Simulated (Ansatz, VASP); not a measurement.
**One calculation of Nb, two programs**

File POSCAR:

```
Nb
1.0
    0.0000000000      2.0791217165      2.0791217165
    2.0791217165      0.0000000000      2.0791217165
    2.0791217165      2.0791217165      0.0000000000
Nb
1
Direct
    0.0000000000      0.0000000000      0.0000000000
```

INCAR.step1

```
SYSTEM = Nb
PREC = Accurate
ENCUT = 600
ISMEAR = -1
SIGMA = 0.1
LREAL = .False.
LASPH = .True.
NELM = 60
GGA = PE
ALGO = Normal
EDIFF = 1E-4
LWAVE = .True.
LCHARG = .False.
```

INCAR.step2

```
SYSTEM = Nb
PREC = Accurate
ENCUT = 600
EDIFF = 1E-6
ISMEAR = -1
SIGMA = 0.1
LREAL = .False.
LASPH = .True.
NELM = 60
ALGO = Normal
ISIF = 3
LWAVE = .False.
LCHARG = .False.
METAGGA = R2SCAN
LMIXTAU = .True.
IBRION = 2
NSW = 80
EDIFFG = -0.01
ISTART = 1
```

The input KPOINTS:

```
Automatic mesh
0
Gamma
  13 13 13
  0 0 0
```

Input for Ansatz:

```yaml
crystal:
  lattice:
    - [0.0, 2.0791217165, 2.0791217165]
    - [2.0791217165, 0.0, 2.0791217165]
    - [2.0791217165, 2.0791217165, 0.0]
  atoms:
    - { symbol: Nb, position: [0.0, 0.0, 0.0] }
hamiltonian:
  xc: r2scan
  pseudopotentials:
    kind: paw
    azcp:
      Nb: "pseudopotentials/Nb.paw.azcp"
basis:
  ecutwfc: 500
  fft_grid_basis: typed
kpoints:
  mp_grid: { grid: [13, 13, 13], shift: [0, 0, 0] }
magnetization:
  spin_polarized: false
scf:
  occupations: { method: fermi_dirac, width: 0.1 }
relax:
  max_steps: 60
  f_tol: 0.01
  cell: {}
```

Alike in both runs: task relaxation of cell and atoms; functional r2SCAN; k mesh 13 × 13 × 13; occupations fermi-dirac, width 0.1 eV; no spin polarisation.

|  | VASP | Ansatz |
| --- | --- | --- |
| version | VASP 6.6.1 | Ansatz 0.2.0 |
| potentials or method | VASP PAW PBE potentials, release 64 (Nb_sv), cutoff 600 eV | plane waves (500 eV) with PAW, scalar-relativistic |
| valence electrons in the cell | 13 | 13 |

Ansatz gave:

```
relaxed volume (Å³/atom)                                        : 18.72
relaxed length of the cell vector where the two differ most in proportion (Å) : 2.980
```

Q: What did VASP give for the same quantities?

A: Relaxed volume (Å³/atom): 18.69; relaxed length of the cell vector where the two differ most in proportion (Å): 2.979.

VASP's potentials were made for PBE, not for r2SCAN.
